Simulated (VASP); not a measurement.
Input of a VASP 6.6.1 run:

INCAR

```
ALGO     = Normal         # electronic algorithm
EDIFF    = 1E-7           # SCF threshold, eV
EDIFFG   = -0.02          # ionic threshold
ENCUT    = 600            # plane-wave cutoff, eV
GGA      = PS             # functional
IBRION   = 2              # ionic algorithm
ISIF     = 3              # what is computed and relaxed
ISMEAR   = 0              # smearing method
LASPH    = T              # aspherical terms in the spheres
LCHARG   = F              # write CHGCAR
LREAL    = F              # projectors in reciprocal space
LWAVE    = F              # write WAVECAR
NELM     = 100            # most SCF steps
NSW      = 50             # ionic steps
PREC     = Accurate       # precision mode
SIGMA    = 0.01           # smearing width, eV
```

The input KPOINTS:

```
k-points
0
Gamma
  6 6 6
```

The input POSCAR:

```
CdTe
1.0
    4.5325540000      0.0000000000      0.0000000000
    2.2662770000      3.9253069080      0.0000000000
    2.2662770000      1.3084356360      3.7008148439
Cd Te
1 1
Direct
    0.0000000000      0.0000000000      0.0000000000
    0.2500000000      0.2500000000      0.2500000000
```

Potentials or basis: VASP PAW PBE potentials, release 64 (Cd, Te).

Command:

```console
$ cat potpaw_PBE.64/Cd/POTCAR potpaw_PBE.64/Te/POTCAR > POTCAR
$ mpirun -np 1 vasp_std > vasp.out
```

Task: Estimate the relaxed cell.

Result: a = 4.594 Å, b = 4.594 Å, c = 4.594 Å, α = 60.00°, β = 60.00°, γ = 60.00°.

Task: Estimate the relaxed volume.

Result: 34.27 Å³/atom.

Task: Estimate the space group after relaxing (to 0.05 Å).

Result: F-43m (No. 216).

Final structure:
```
Cd Te
1.0
     4.59372    0.00000    0.00000
     2.29686    3.97828    0.00000
     2.29686    1.32609    3.75076
Cd Te
1 1
Direct
  0.00000 0.00000 0.00000
  0.25000 0.25000 0.25000
```

Caveat: the PAW data sets were made with another functional, which shifts forces and pressure a little. Zero-point motion and thermal expansion aren't in these numbers.
